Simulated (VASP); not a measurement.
# Ti2Al (P4/mmm) in VASP: notebook

The runs below take Ti2Al through relaxation of cell and atoms, single point, with PBE.

All numbers are computed with VASP 6.6.1; they aren't measurements. Logs are shortened: lines on timing, memory, paths and dates and some standing lists are left out, and cuts for length are marked.

**1. The cell of the first run**

It takes space group P4/mmm (No. 123, tetragonal). The conventional cell has a = 2.735 Å, b = 2.735 Å, c = 5.226 Å, α = 90.00°, β = 90.00°, γ = 90.00°. Ti (site symmetry 4mm) has 4 Al at 2.39 Å and 6 Ti at 2.40 to 2.82 Å within 3.2 Å. Al (site symmetry 4/mmm) has 8 Ti at 2.39 Å and 4 Al at 2.74 Å within 3.2 Å.

**2. Relaxation of cell and atoms, PBE**

INCAR

```
SYSTEM = Ti2Al
ALGO = Fast
EDIFF = 1E-7
EDIFFG = -0.04
ENCUT = 600
GGA = PE
IBRION = 2
ISIF = 3
ISMEAR = 0
LASPH = .TRUE.
LCHARG = .FALSE.
LREAL = .FALSE.
LWAVE = .FALSE.
NELM = 60
NSW = 90
PREC = Accurate
SIGMA = 0.1
```

KPOINTS

```
k-points
0
G
  6 6 4
  0 0 0
```

POSCAR

```
Ti2Al
1.0
    2.7351086300      0.0000000000      0.0000000000
    0.0000000000      2.7351086300      0.0000000000
    0.0000000000      0.0000000000      5.2256469500
Ti Al
2 1
Direct
    0.5000000000      0.5000000000      0.2700000100
    0.5000000000      0.5000000000      0.7299999900
    0.0000000000      0.0000000000      0.0000000000
```

Potentials or basis: VASP PAW PBE potentials, release 64 (Ti_sv, Al).

On the command line:

```sh
$ cat potpaw_PBE.64/Ti_sv/POTCAR potpaw_PBE.64/Al/POTCAR > POTCAR
$ mpirun -np 1 vasp_std > vasp.out
```

OUTCAR:

```text
SYSTEM = Ti2Al
   EDIFF = 1E-7
   EDIFFG = -0.04
   ENCUT = 600
   GGA = PE
   IBRION = 2
   ISIF = 3
   ISMEAR = 0
   LASPH = .TRUE.
   LREAL = .FALSE.
   NELM = 60
   NSW = 90
   PREC = Accurate

 ion  position               nearest neighbor table
   1  0.500  0.500  0.270-   3 2.39   3 2.39   3 2.39   3 2.39   2 2.40   2 2.82
   2  0.500  0.500  0.730-   3 2.39   3 2.39   3 2.39   3 2.39   1 2.40   1 2.82
   3  0.000  0.000  0.000-   1 2.39   2 2.39   1 2.39   2 2.39   1 2.39   2 2.39   1 2.39   2 2.39

  LATTYP: Found a simple tetragonal cell.
 ALAT       =     2.7351086300
 C/A-ratio  =     1.9105811348

  Lattice vectors:

 A1 = (   2.7351086300,   0.0000000000,   0.0000000000)
 A2 = (   0.0000000000,   2.7351086300,   0.0000000000)
 A3 = (   0.0000000000,   0.0000000000,   5.2256469500)

Analysis of symmetry for initial positions (statically):
=====================================================================
 Subroutine PRICEL returns:
 Original cell was already a primitive cell.

 Routine SETGRP: Setting up the symmetry group for a
 simple tetragonal supercell.

 Subroutine GETGRP returns: Found 16 space group operations
 (whereof 16 operations were pure point group operations)
 out of a pool of 16 trial point group operations.

The static configuration has the point symmetry D_4h.

Analysis of symmetry for dynamics (positions and initial velocities):
=====================================================================
 Subroutine PRICEL returns:
 Original cell was already a primitive cell.

 Routine SETGRP: Setting up the symmetry group for a
 simple tetragonal supercell.

 Subroutine GETGRP returns: Found 16 space group operations
 (whereof 16 operations were pure point group operations)
 out of a pool of 16 trial point group operations.

The dynamic configuration has the point symmetry D_4h.

 Subroutine INISYM returns: Found 16 space group operations
 (whereof 16 operations are pure point group operations),
 and found     1 'primitive' translations

----------------------------------------------------------------------------------------

                                     Primitive cell

  volume of cell :      39.0921

  direct lattice vectors                    reciprocal lattice vectors
     2.735108630  0.000000000  0.000000000     0.365616191  0.000000000  0.000000000
     0.000000000  2.735108630  0.000000000     0.000000000  0.365616191  0.000000000
     0.000000000  0.000000000  5.225646950     0.000000000  0.000000000  0.191363865

  length of vectors
     2.735108630  2.735108630  5.225646950     0.365616191  0.365616191  0.191363865

  position of ions in fractional coordinates (direct lattice)
     0.500000000  0.500000000  0.270000010
     0.500000000  0.500000000  0.729999990
     0.000000000  0.000000000  0.000000000

  ion indices of the primitive-cell ions
   primitive index   ion index
                 1           1
                 2           2
                 3           3

----------------------------------------------------------------------------------------

 KPOINTS: k-points

Automatic generation of k-mesh.
 Grid dimensions read from file:
 generate k-points for:    6    6    4

 Generating k-lattice:

  Cartesian coordinates                     Fractional coordinates (reciprocal lattice)
     0.060936032  0.000000000  0.000000000     0.166666667  0.000000000  0.000000000
     0.000000000  0.060936032  0.000000000     0.000000000  0.166666667  0.000000000
     0.000000000  0.000000000  0.047840966     0.000000000  0.000000000  0.250000000

  Length of vectors
     0.060936032  0.060936032  0.047840966

  Shift w.r.t. Gamma in fractional coordinates (k-lattice)
     0.000000000  0.000000000  0.000000000

 Subroutine IBZKPT returns following result:
 ===========================================

 Found     30 irreducible k-points:

 Following reciprocal coordinates:
            Coordinates               Weight
  0.000000  0.000000  0.000000      1.000000
  0.166667  0.000000  0.000000      4.000000
  0.333333  0.000000  0.000000      4.000000
  0.500000  0.000000  0.000000      2.000000
  0.166667  0.166667  0.000000      4.000000
  0.333333  0.166667  0.000000      8.000000
[... 16 lines left out ...]
  0.333333  0.000000  0.500000      4.000000
  0.500000  0.000000  0.500000      2.000000
 [... further k-points ...]
   k-points           NKPTS =     30   k-points in BZ     NKDIM =     30   number of bands    NBANDS=     17
   number of dos      NEDOS =    301   number of ions     NIONS =      3
   total plane-waves  NPLWV =  24192
   dimension x,y,z NGX =    24 NGY =   24 NGZ =   42
   dimension x,y,z NGXF=    48 NGYF=   48 NGZF=   84
   ions per type =               2   1
   NGX,Y,Z   is equivalent  to a cutoff of  14.59, 14.59, 13.36 a.u.
   NGXF,Y,Z  is equivalent  to a cutoff of  29.18, 29.18, 26.72 a.u.
 SYSTEM =  Ti2Al
   PREC   = accura    normal or accurate (medium, high low for compatibility)
   ISTART =      0    job   : 0-new  1-cont  2-samecut
   ICHARG =      2    charge: 1-file 2-atom 10-const
   ISPIN  =      1    spin polarized calculation?
   LNONCOLLINEAR =      F non collinear calculations
   LSORBIT =      F    spin-orbit coupling
   LASPH  =      T    aspherical Exc in radial PAW
   ENCUT  =  600.0 eV  44.10 Ry    6.64 a.u.   5.46  5.46 10.44*2*pi/ulx,y,z
   NELM   =     60;   NELMIN=  2; NELMDL= -5     # of ELM steps
   EDIFF  = 0.1E-06   stopping-criterion for ELM
   LREAL  =      F    real-space projection
   EDIFFG = -.4E-01   stopping-criterion for IOM
   NSW    =     90    number of steps for IOM
   IBRION =      2    ionic relax: 0-MD 1-quasi-New 2-CG
   NFREE  =      1    steps in history (QN), initial steepest desc. (CG)
   ISIF   =      3    stress and relaxation
   ISYM   =      2    0-nonsym 1-usesym 2-fastsym
   POTIM  = 0.5000    time-step for ionic-motion
   TEBEG  =    0.0;   TEEND  =   0.0 temperature during run
   PSTRESS=    0.0 pullay stress
   NELECT =      27.0000    total number of electrons
   NUPDOWN=      -1.0000    fix difference up-down
   EMIN   =  10.00;   EMAX   =-10.00  energy-range for DOS
   EFERMI =   0.00;   METHOD = LEGACY
   ISMEAR =     0;   SIGMA  =   0.10  broadening in eV -4-tet -1-fermi 0-gaus
   EFERMI_NEDOS =   21; number of points for ismear=-14 and -15
   IALGO  =     68    algorithm
   IMIX   =      4    mixing-type and parameters
     AMIX     =   0.40;   BMIX     =  1.00
     AMIX_MAG =   1.60;   BMIX_MAG =  1.00
  volume/ion in A,a.u.               =      13.03        87.94
  Fermi-wavevector in a.u.,A,eV,Ry     =   1.447104  2.734630 28.492087  2.094109
  Thomas-Fermi vector in A             =   2.565097
   LORBIT       =      0    0 simple, 1 ext, 2 COOP (PROOUT), +10 PAW based schemes
   GGA     = PE    functional components
   LHFCALC =     F    Hartree Fock is set to
   AEXX    =    0.0000 exact exchange contribution
   IVDW    =     0    specifies the selected vdW correction
   LEPSILON=     F    determine dielectric tensor
   LRPA    =     F    only Hartree local field effects (RPA)
 conjugate gradient relaxation of ions
 non-spin polarized calculation
 RMM-DIIS sequential band-by-band and
 Gauss-broadening in eV      SIGMA  =   0.10
  energy-cutoff  :      600.00
  volume of cell :       39.09
 maximum number of plane-waves:      1348
 NGX is ok and might be reduce to    24
   NGX = 11   NGY = 11   NGZ = 21

--------------------------------------- Ionic step        1  -------------------------------------------

 number of electron      27.0000009 magnetization

 Free energy of the ion-electron system (eV)
  ---------------------------------------------------
  ext. energy  EPLUGINS =         0.00000000
  ---------------------------------------------------
  free energy    TOTEN  =       -16.43007365 eV

  energy without entropy =      -16.40973518  energy(sigma->0) =      -16.41990442

 E-fermi :  10.8818     XC(G=0): -12.2040

 val. band max:       10.8410019042   @ k =   0.5000   0.0000   0.0000
 cond. band min:      10.8866800294   @ k =   0.3333   0.1667   0.0000
 fundamental gap:      0.0456781252
 Fermi energy:        10.8818244649

 k-point     1 :       0.0000    0.0000    0.0000
  band No.  band energies     occupation
      1     -45.3068      2.00000
      2     -45.1119      2.00000
      3     -22.2339      2.00000
      4     -21.2530      2.00000
      5     -21.2530      2.00000
      6     -21.1293      2.00000
[... 1064 lines left out ...]
  FREE ENERGIE OF THE ION-ELECTRON SYSTEM (eV)
  ---------------------------------------------------
  free  energy   TOTEN  =       -18.9481020009 eV

  energy  without entropy=      -18.9239662971  energy(sigma->0) =      -18.93603415

[... ionic steps 4 to 9 ...]

--------------------------------------- Ionic step       10  -------------------------------------------

 number of electron      26.9999998 magnetization

------------------------ aborting loop because EDIFF is reached ----------------------------------------

  FORCE on cell =-STRESS in cart. coord.  units (eV):
  Direction    XX          YY          ZZ          XY          YZ          ZX
  --------------------------------------------------------------------------------------
  -------------------------------------------------------------------------------------
  Total        0.0495970      0.0495970     -0.0001357      0.0000000     -0.0000000      0.0000000
  in kB        1.5200658      1.5200658     -0.0041577      0.0000000     -0.0000000      0.0000000
  external PRESSURE =       1.0119913 kB  Pullay stress =       0.0000000 kB
[... 59 lines left out ...]
  energy  without entropy=      -19.4052315267  energy(sigma->0) =      -19.40955164

--------------------------------------- Ionic step       12  -------------------------------------------

 number of electron      26.9999993 magnetization

 Free energy of the ion-electron system (eV)
  ---------------------------------------------------
  ext. energy  EPLUGINS =         0.00000000
  ---------------------------------------------------
  free energy    TOTEN  =       -19.41431878 eV

  energy without entropy =      -19.40547648  energy(sigma->0) =      -19.40989763

 E-fermi :   7.7493     XC(G=0): -10.9234

 val. band max:        7.7242831553   @ k =   0.3333   0.3333   0.5000
 cond. band min:       7.7904972251   @ k =   0.1667   0.1667   0.0000
 fundamental gap:      0.0662140698
 Fermi energy:         7.7493161071

 k-point     1 :       0.0000    0.0000    0.0000
  band No.  band energies     occupation
      1     -48.9655      2.00000
      2     -48.9351      2.00000
      3     -25.4597      2.00000
      4     -25.2066      2.00000
      5     -24.8945      2.00000
      6     -24.8945      2.00000
[... 501 lines left out ...]
  FREE ENERGIE OF THE ION-ELECTRON SYSTEM (eV)
  ---------------------------------------------------
  free  energy   TOTEN  =       -19.4143187766 eV

  energy  without entropy=      -19.4054764830  energy(sigma->0) =      -19.40989763

 reached required accuracy - stopping structural energy minimisation
```

Wall time 6.5 min (1 thread of Intel Xeon 6975P-C (Granite Rapids), shared host); peak memory 0.18 GiB.

What came out:

- Free energy: -19.4143 eV
- Relaxed volume: 17.38 Å³/atom
- Relaxed cell: a = 2.788 Å, b = 2.788 Å, c = 6.709 Å, α = 90.00°, β = 90.00°, γ = 90.00°
- Space group after relaxing (to 0.05 Å): P4/mmm (No. 123)
- Energy gained by relaxing: 994.7 meV/atom
- Ionic steps: 12
- Pressure after relaxing: 0.0 GPa
- Largest force after relaxing: 0.015 eV/Å

Forces on the atoms (eV/Å):
```
Ti   0.000  0.000 -0.015
Ti   0.000  0.000  0.015
Al   0.000  0.000  0.000
```

Stress tensor (GPa, compression positive):
```
-0.10  0.00  0.00
 0.00 -0.10  0.00
 0.00  0.00  0.15
```

Step by step:
| step | energy change (eV) | largest force (eV/Å) | pressure (GPa) | volume (Å³) |
| --- | --- | --- | --- | --- |
| 1 | 0.0000 | 3.5673 | 59.29 | 39.09 |
| 2 | 14.2387 | 1.1868 | -35.23 | 72.97 |
| 3 | -2.5180 | 0.3785 | -4.13 | 55.40 |
| 4 | -2.5578 | 0.3350 | -2.11 | 54.43 |
| 5 | -2.5715 | 0.3334 | -1.51 | 54.09 |
| 6 | -2.8603 | 0.1353 | -2.21 | 53.80 |
| 7 | -2.9773 | 0.0752 | -1.63 | 53.24 |
| 8 | -2.9776 | 0.0833 | -1.58 | 53.21 |
| 9 | -2.9810 | 0.1562 | 1.08 | 51.76 |
| 10 | -2.9825 | 0.1291 | 0.10 | 52.28 |
| 11 | -2.9838 | 0.0698 | 0.05 | 52.22 |
| 12 | -2.9842 | 0.0146 | -0.02 | 52.14 |

Final structure:
```
CELL_PARAMETERS angstrom
2.78776 0.00000 0.00000
0.00000 2.78776 0.00000
0.00000 0.00000 6.70930
ATOMIC_POSITIONS crystal
Ti 0.50000 0.50000 0.28971
Ti 0.50000 0.50000 0.71029
Al 0.00000 0.00000 0.00000
```

Levels at points of the mesh, in eV from the Fermi level:
```csv
k point,band 10,band 11,band 12,band 13,band 14,band 15,band 16,band 17
"(0.00, 0.00, 0.00)",-4.15,-3.41,-0.99,-0.95,-0.61,1.05,1.74,1.74
"(0.50, 0.00, 0.00)",-4.18,-1.42,-1.27,-0.72,-0.50,0.92,1.74,2.16
"(0.50, 0.50, 0.00)",-2.07,-2.07,-1.94,-0.45,0.52,0.52,1.71,1.71
"(0.00, 0.00, 0.50)",-5.31,-1.79,-1.01,-0.88,-0.74,0.62,1.95,2.33
"(0.50, 0.00, 0.50)",-3.92,-1.91,-1.45,-0.75,-0.16,0.17,1.78,1.89
"(0.50, 0.50, 0.50)",-2.41,-1.76,-1.76,-0.58,-0.58,0.61,0.86,4.17
```

Caveat: the k points lie up to 0.38 Å⁻¹ apart in the final cell; the volume moved by over 15 % at a fixed basis, so the end points are rough.

**3. Single point, PBE, collinear spin, ferromagnetic start**

This run uses another cell than the first one, of 17.45 Å³/atom, 1.339 times its volume.

INCAR

```
SYSTEM = Ti2Al
PREC = Accurate
ENCUT = 520
EDIFF = 1E-7
ISMEAR = 0
SIGMA = 0.1
LREAL = .FALSE.
LASPH = .TRUE.
NELM = 150
ALGO = Normal
ISIF = 2
LWAVE = .FALSE.
LCHARG = .FALSE.
ISPIN = 2
MAGMOM = 1 1 0
LORBIT = 11
LMAXMIX = 4
GGA = PE
NBANDS = 24
```

KPOINTS

```
Automatic mesh
0
G
  6 6 4
  0 0 0
```

POSCAR

```
Ti2Al
1.0
    2.7862108767      0.0000000000      0.0000000000
    0.0000000000      2.7862108767      0.0000000000
    0.0000000000      0.0000000000      6.7441998247
Ti Al
2 1
Direct
    0.5000000000      0.5000000000      0.2888477614
    0.5000000000      0.5000000000      0.7111522386
    0.0000000000      0.0000000000      0.0000000000
```

Potentials or basis: VASP PAW PBE potentials, release 64 (Ti_sv, Al).

On the command line:

```sh
$ cat potpaw_PBE.64/Ti_sv/POTCAR potpaw_PBE.64/Al/POTCAR > POTCAR
$ mpirun -np 1 vasp_std > vasp.out
```

Run time: 40 s. Hardware: 1 thread of Intel Xeon 6975P-C (Granite Rapids), shared host; peak memory 0.22 GiB.

Results (log left out):

```
Free energy                                           : -19.4270 eV
Pressure                                              : -0.1 GPa
Largest force                                         : 0.031 eV/Å
Net moment                                            : 0.00 μB per cell
Valence electrons inside the program's atomic spheres : Ti 10.27; Al 0.85
```

Forces in eV/Å, atoms in the order of the input:
```
Ti   0.000  0.000  0.031
Ti   0.000  0.000 -0.031
Al   0.000  0.000  0.000
```

Stress tensor (GPa, compression positive):
```
-0.06  0.00  0.00
 0.00 -0.06  0.00
 0.00  0.00 -0.31
```

Levels at points of the mesh, in eV from the Fermi level:
Spin up:
| k point | band 10 | band 11 | band 12 | band 13 | band 14 | band 15 | band 16 | band 17 | band 18 | band 19 |
| --- | --- | --- | --- | --- | --- | --- | --- | --- | --- | --- |
| (0.00, 0.00, 0.00) | -4.17 | -3.42 | -0.99 | -0.95 | -0.63 | 1.01 | 1.76 | 1.76 | 2.59 | 2.59 |
| (0.50, 0.00, 0.00) | -4.18 | -1.43 | -1.24 | -0.74 | -0.50 | 0.92 | 1.75 | 1.92 | 2.18 | 2.44 |
| (0.50, 0.50, 0.00) | -2.05 | -2.05 | -1.95 | -0.42 | 0.50 | 0.50 | 1.74 | 1.74 | 3.07 | 3.74 |
| (0.00, 0.00, 0.50) | -5.31 | -1.82 | -1.03 | -0.88 | -0.75 | 0.60 | 1.97 | 1.97 | 2.32 | 2.32 |
| (0.50, 0.00, 0.50) | -3.92 | -1.91 | -1.44 | -0.73 | -0.18 | 0.18 | 1.78 | 1.88 | 2.28 | 2.32 |
| (0.50, 0.50, 0.50) | -2.40 | -1.75 | -1.75 | -0.56 | -0.56 | 0.59 | 0.88 | 3.82 | 3.82 | 4.23 |
Spin down:
| k point | band 10 | band 11 | band 12 | band 13 | band 14 | band 15 | band 16 | band 17 | band 18 | band 19 |
| --- | --- | --- | --- | --- | --- | --- | --- | --- | --- | --- |
| (0.00, 0.00, 0.00) | -4.17 | -3.42 | -0.99 | -0.95 | -0.63 | 1.01 | 1.76 | 1.76 | 2.59 | 2.59 |
| (0.50, 0.00, 0.00) | -4.18 | -1.43 | -1.24 | -0.74 | -0.50 | 0.92 | 1.75 | 1.92 | 2.18 | 2.44 |
| (0.50, 0.50, 0.00) | -2.05 | -2.05 | -1.95 | -0.42 | 0.50 | 0.50 | 1.74 | 1.74 | 3.07 | 3.74 |
| (0.00, 0.00, 0.50) | -5.31 | -1.82 | -1.03 | -0.88 | -0.75 | 0.60 | 1.97 | 1.97 | 2.32 | 2.32 |
| (0.50, 0.00, 0.50) | -3.92 | -1.91 | -1.44 | -0.73 | -0.18 | 0.18 | 1.78 | 1.88 | 2.28 | 2.32 |
| (0.50, 0.50, 0.50) | -2.40 | -1.75 | -1.75 | -0.56 | -0.56 | 0.59 | 0.88 | 3.82 | 3.82 | 4.23 |

Caveat: the k points lie up to 0.38 Å⁻¹ apart.

**4. Single point, PBE**

This run uses another cell than the first one, of 17.45 Å³/atom, 1.339 times its volume.

INCAR

```
SYSTEM = Ti2Al
PREC = Accurate ; ENCUT = 520
EDIFF = 1E-7 ; ISMEAR = 0
SIGMA = 0.1 ; LREAL = .FALSE.
LASPH = .TRUE. ; NELM = 80
ALGO = Fast ; ISIF = 2
LWAVE = .FALSE. ; LCHARG = .FALSE.
GGA = PE ; NBANDS = 20
```

KPOINTS

```
regular mesh
0
G
  16 16 8
  0 0 0
```

POSCAR

```
Ti2Al
1.0
    2.7922636661      0.0000000000      0.0000000000
    0.0000000000      2.7922636661      0.0000000000
    0.0000000000      0.0000000000      6.7150746517
Ti Al
2 1
Direct
    0.5000000000      0.5000000000      0.2890254504
    0.5000000000      0.5000000000      0.7109745496
    0.0000000000      0.0000000000      0.0000000000
```

On the command line:

```sh
$ cat potpaw_PBE.64/Ti_sv/POTCAR potpaw_PBE.64/Al/POTCAR > POTCAR
$ mpirun -np 1 vasp_std > vasp.out
```

It took 5.6 min on 1 thread of Intel Xeon 6975P-C (Granite Rapids), shared host; peak memory 0.33 GiB.

Results (log left out):

| Item | Value |
| --- | --- |
| Free energy | -19.4284 eV |
| Pressure | -0.1 GPa |
| Largest force | 0.010 eV/Å |

Forces in eV/Å, atoms in the order of the input:
```
Ti   0.000  0.000  0.010
Ti   0.000  0.000 -0.010
Al   0.000  0.000  0.000
```

Levels at points of the mesh, in eV from the Fermi level:
| k point | band 11 | band 12 | band 13 | band 14 | band 15 | band 16 | band 17 | band 18 |
| --- | --- | --- | --- | --- | --- | --- | --- | --- |
| (0.00, 0.00, 0.00) | -3.37 | -0.95 | -0.92 | -0.58 | 1.09 | 1.75 | 1.75 | 2.62 |
| (0.50, 0.00, 0.00) | -1.39 | -1.22 | -0.70 | -0.47 | 0.94 | 1.77 | 1.95 | 2.17 |
| (0.50, 0.50, 0.00) | -2.04 | -1.90 | -0.43 | 0.54 | 0.54 | 1.74 | 1.74 | 3.11 |
| (0.00, 0.00, 0.50) | -1.76 | -0.99 | -0.84 | -0.70 | 0.67 | 1.97 | 1.97 | 2.33 |
| (0.50, 0.00, 0.50) | -1.87 | -1.41 | -0.71 | -0.14 | 0.19 | 1.81 | 1.91 | 2.32 |
| (0.50, 0.50, 0.50) | -1.74 | -1.74 | -0.54 | -0.54 | 0.61 | 0.88 | 3.87 | 4.26 |

(Part 1 of 2 ends here.)
